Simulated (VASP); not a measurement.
## RuC2: single point with PBE

RuC2:

```
CELL_PARAMETERS angstrom
-1.40318 1.40318 3.44219
1.40318 -1.40318 3.44219
1.40318 1.40318 -3.44219
ATOMIC_POSITIONS crystal
Ru 0.00000 0.00000 0.00000
C 0.66500 0.66500 0.00000
C 0.33500 0.33500 0.00000
```

```json
{
 "Program": "VASP 6.6.1",
 "Task": "single point",
 "Functional": "PBE",
 "Potentials or basis": "VASP PAW PBE potentials, release 64 (Ru_pv, C)",
 "Cutoff": "520 eV",
 "k mesh": "8 × 8 × 8",
 "Occupations": "gaussian, width 0.1 eV",
 "Spin": "no spin polarisation",
 "Dipole correction": "no",
 "Further INCAR settings": "ALGO = Normal; EDIFF = 1e-06; NBANDS = 18"
}
```

* Pressure: -12.8 GPa
* Largest force: 0.515 eV/Å
* Band gap on the k mesh: zero (band 11 reaches 12.64 eV, above the bottom of band 12 at 9.83 eV)

Forces in eV/Å, atoms in the order of the input:
```
Ru   0.000  0.000  0.000
C    0.000  0.000  0.515
C    0.000  0.000 -0.515
```

Stress tensor (GPa, compression positive):
```
 -9.35   0.00   0.00
  0.00  -9.35   0.00
  0.00   0.00 -19.85
```

Levels at points of the mesh, in eV from the Fermi level:
```tsv
k point	band 8	band 9	band 10	band 11	band 12	band 13	band 14	band 15
(0.00, 0.00, 0.00)	-4.48	-4.48	-1.15	1.70	1.80	1.80	2.74	3.25
(0.50, 0.00, 0.00)	-4.60	-4.37	-1.70	0.47	1.09	1.18	1.64	4.11
(0.50, 0.50, 0.00)	-5.81	-4.89	-1.40	0.40	0.80	1.20	2.64	3.78
(0.50, 0.50, 0.50)	-2.40	-2.40	-1.98	-1.98	-1.11	0.93	1.34	4.99
```

Run time: 36 s on 1 thread of Intel Xeon 6975P-C, on a shared host, peak memory 0.19 GiB.

Caveat: the k points lie up to 0.40 Å⁻¹ apart.
